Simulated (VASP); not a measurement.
Write the native input for VASP 6.6.1 that does the following.

| Quantity | Value |
| --- | --- |
| Task | single point |
| Functional | PBE |
| Potentials or basis | VASP PAW PBE potentials, release 64 (W_sv) |
| Cutoff | 520 eV |
| k mesh | 18 × 18 × 18 |
| Occupations | gaussian, width 0.05 eV |
| Spin | no spin polarisation |
| Dipole correction | no |
| k mesh for the DOS | 27 × 27 × 27 |
| Occupations for the DOS | tetrahedron |
| Further INCAR settings | ALGO = Fast; EDIFF = 1e-06; NBANDS = 13 |

The system is W.

```
W
1.0
    -1.59167    1.59167    1.59167
     1.59167   -1.59167    1.59167
     1.59167    1.59167   -1.59167
W
1
Direct
  0.00000 0.00000 0.00000
```

One way to write it, as run:

POSCAR

```
W
1.0
   -1.5916734762      1.5916734762      1.5916734762
    1.5916734762     -1.5916734762      1.5916734762
    1.5916734762      1.5916734762     -1.5916734762
W
1
Direct
    0.0000000000      0.0000000000      0.0000000000
```

INCAR.step1

```
PREC = Accurate
ENCUT = 520
EDIFF = 1E-6
ISMEAR = 0
SIGMA = 0.05
LREAL = False
LASPH = True
NELM = 100
ALGO = Fast
ISIF = 2
LWAVE = False
LCHARG = True
LMAXMIX = 4
GGA = PE
NBANDS = 13
```

KPOINTS.step1

```
Automatic mesh
0
Gamma
  18 18 18
```

INCAR.step2

```
PREC = Accurate
ENCUT = 520
EDIFF = 1E-6
ISMEAR = -5
SIGMA = 0.05
LREAL = False
LASPH = True
NELM = 100
ALGO = Fast
ISIF = 2
LWAVE = False
LCHARG = False
LMAXMIX = 4
GGA = PE
LORBIT = 11
NBANDS = 13
NEDOS = 1001
ICHARG = 11
```

KPOINTS.step2

```
Automatic mesh
0
Gamma
  27 27 27
```

Potentials or basis: VASP PAW PBE potentials, release 64 (W_sv).

The run is started by

```console
$ cat potpaw_PBE.64/W_sv/POTCAR > POTCAR
$ cp INCAR.step1 INCAR
$ cp KPOINTS.step1 KPOINTS
$ mpirun -np 1 vasp_std > vasp.out
$ cp INCAR.step2 INCAR
$ cp KPOINTS.step2 KPOINTS
$ mpirun -np 1 vasp_std > vasp.out
```

Results of the run:

```yaml
Valence_electrons_inside_the_program's_atomic_spheres: W 12.05
```

Wall time 2.6 min on 1 thread of Intel Xeon 8259CL (shared host), peak memory 0.28 GiB.
